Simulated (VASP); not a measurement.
Set up this calculation in VASP 6.6.1, as the native input.

```
Task                   : single point
Functional             : r2SCAN
Potentials or basis    : VASP PAW PBE potentials, release 64 (Si, Ge_d)
Cutoff                 : 520 eV
k mesh                 : 6 × 6 × 2
Occupations            : gaussian, width 0.01 eV
Spin                   : no spin polarisation
Dipole correction      : no
Further INCAR settings : ALGO = Normal; EDIFF = 1e-06; NBANDS = 26
```

Crystal: SiGe.

```
CELL_PARAMETERS angstrom
3.90542 0.00000 0.00000
-1.95271 3.38219 0.00000
0.00000 0.00000 6.45057
ATOMIC_POSITIONS crystal
Si 0.66667 0.33333 0.87452
Si 0.33333 0.66667 0.37452
Ge 0.66667 0.33333 0.50048
Ge 0.33333 0.66667 0.00048
```

The input as run:

POSCAR

```
SiGe
1.0
    3.9054157625      0.0000000000      0.0000000000
   -1.9527078813      3.3821892627      0.0000000000
    0.0000000000      0.0000000000      6.4505693248
Si Ge
2 2
Direct
    0.6666666667      0.3333333333      0.8745239532
    0.3333333333      0.6666666667      0.3745239532
    0.6666666667      0.3333333333      0.5004750468
    0.3333333333      0.6666666667      0.0004750468
```

INCAR.step1

```
ALGO = Normal ; EDIFF = 1E-4
ENCUT = 520 ; GGA = PE
ISMEAR = 0 ; LASPH = True
LCHARG = False ; LREAL = False
LWAVE = True ; NBANDS = 26
NELM = 60 ; PREC = Accurate
SIGMA = 0.01
```

INCAR.step2

```
ALGO = Normal ; EDIFF = 1E-6
ENCUT = 520 ; ISIF = 2
ISMEAR = 0 ; ISTART = 1
LASPH = True ; LCHARG = False
LMIXTAU = True ; LREAL = False
LWAVE = False ; METAGGA = R2SCAN
NBANDS = 26 ; NELM = 60
PREC = Accurate ; SIGMA = 0.01
```

KPOINTS

```
k-points
0
Gamma
  6 6 2
```

Potentials or basis: VASP PAW PBE potentials, release 64 (Si, Ge_d).

Command:

```sh
$ cat potpaw_PBE.64/Si/POTCAR potpaw_PBE.64/Ge_d/POTCAR > POTCAR
$ cp INCAR.step1 INCAR
$ mpirun -np 1 vasp_std > vasp.out
$ cp INCAR.step2 INCAR
$ mpirun -np 1 vasp_std > vasp.out
```

Results of the run:

The pressure is 0.0 GPa. The largest force is 0.015 eV/Å and the band gap on the k mesh is 0.66 eV, indirect (least direct gap 0.77 eV).

Caveat: the k points lie up to 0.49 Å⁻¹ apart; the PAW data sets were made with another functional, which shifts forces and pressure a little.

Run time: 110 s on 1 thread of Intel(R) Xeon(R) Platinum 8259CL CPU @ 2.50GHz (Skylake/Cascade Lake) (shared host), peak memory 0.21 GiB.
